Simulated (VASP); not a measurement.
A run of VASP 6.6.1 is set up as follows.

INCAR

```
PREC     = Accurate       # precision mode
ENCUT    = 520            # plane-wave cutoff, eV
EDIFF    = 1E-6           # SCF threshold, eV
ISMEAR   = 0              # smearing method
SIGMA    = 0.02           # smearing width, eV
LREAL    = F              # projectors in reciprocal space
LASPH    = T              # aspherical terms in the spheres
NELM     = 60             # most SCF steps
ALGO     = Normal         # electronic algorithm
ISIF     = 2              # what is computed and relaxed
LWAVE    = F              # write WAVECAR
LCHARG   = F              # write CHGCAR
GGA      = PS             # functional
NBANDS   = 12             # bands
```

KPOINTS

```
regular mesh
0
Gamma
  8 8 6
```

Contents of POSCAR:

```
LiH
1.0
    1.9899771082      1.9899771082      0.0000000000
   -1.9899771082      1.9899771082      0.0000000000
    0.0000000000      0.0000000000      3.9799542163
Li H
2 2
Direct
    0.0000000000      0.0000000000      0.0000000000
    0.5000000000      0.5000000000      0.5000000000
    0.5000000000      0.5000000000      0.0000000000
    0.0000000000      0.0000000000      0.5000000000
```

Potentials or basis: VASP PAW PBE potentials, release 64 (Li_sv, H).

The run is started by

```console
$ cat potpaw_PBE.64/Li_sv/POTCAR potpaw_PBE.64/H/POTCAR > POTCAR
$ mpirun -np 1 vasp_std > vasp.out
```

Task: Predict the band gap on the k mesh.

Result: 2.73 eV.

 A k mesh can miss the band edges.
